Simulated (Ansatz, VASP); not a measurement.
# Two plane-wave programs on PbO

INCAR

```
SYSTEM = PbO
ALGO = Normal
EDIFF = 1E-6
ENCUT = 520
GGA = PE
ISIF = 2
ISMEAR = 0
LASPH = .TRUE.
LCHARG = .FALSE.
LREAL = .FALSE.
LWAVE = .FALSE.
NBANDS = 28
NELM = 60
PREC = Accurate
SIGMA = 0.05
```

The input KPOINTS:

```
k-points
0
G
  10 10 6
  0 0 0
```

The input POSCAR:

```
PbO
1.0
    4.1996609317      0.0000000000      0.0000000000
   -2.0998304658      3.7097533152      0.0000000000
    0.0000000000      0.0000000000      5.8509445696
Pb O
2 2
Direct
    0.6666666667      0.3333333333      0.0144180024
    0.3333333333      0.6666666667      0.5144180024
    0.6666666667      0.3333333333      0.6107819976
    0.3333333333      0.6666666667      0.1107819976
```

Input for Ansatz:

```yaml
crystal:
  lattice:
    - [4.1996609317, 0.0, 0.0]
    - [-2.0998304658, 3.7097533152, 0.0]
    - [0.0, 0.0, 5.8509445696]
  atoms:
    - { symbol: Pb, position: [0.6666666667, 0.3333333333, 0.0144180024] }
    - { symbol: Pb, position: [0.3333333333, 0.6666666667, 0.5144180024] }
    - { symbol: O, position: [0.6666666667, 0.3333333333, 0.6107819976] }
    - { symbol: O, position: [0.3333333333, 0.6666666667, 0.1107819976] }
basis:
  ecutwfc: 420
  ecutrho_ratio: 4
kpoints:
  mp_grid: { grid: [10, 10, 6] }
hamiltonian:
  xc: pbe
scf:
  occupations: { method: gaussian, width: 0.05 }
output:
  forces: true
  stress: true
  eigenvalues: true
```

Change from the starting cell: strain e2 = +0.02, atoms carried along.

Alike in both runs: task single point; functional PBE; k mesh 10 × 10 × 6; occupations gaussian, width 0.05 eV; no spin polarisation.

|  | VASP | Ansatz |
| --- | --- | --- |
| version | VASP 6.6.1 | Ansatz 0.2.0 |
| potentials or method | VASP PAW PBE potentials, release 64 (Pb_d, O), cutoff 520 eV | scalar-relativistic, plane waves, PAW |
| valence electrons in the cell | 40 | 40 |

Ansatz gave:

```
gap on the k mesh at the Fermi level (eV)                     : 1.91
least direct gap on the mesh (eV)                             : 2.27
pressure (GPa)                                                : -1.2
traceless stress, the component that is largest in VASP (GPa) : 0.22
rms of the force components (eV/Å)                            : 0.015
```

Task: What did VASP give for the same quantities?

Result: gap on the k mesh at the Fermi level (eV): 1.91; least direct gap on the mesh (eV): 2.27; pressure (GPa): -1.2; traceless stress, the component that is largest in VASP (GPa): 0.28; rms of the force components (eV/Å): 0.015.

Atom by atom the forces differ by 0.007 eV/Å (rms over components).

Neither program's run includes spin-orbit coupling.
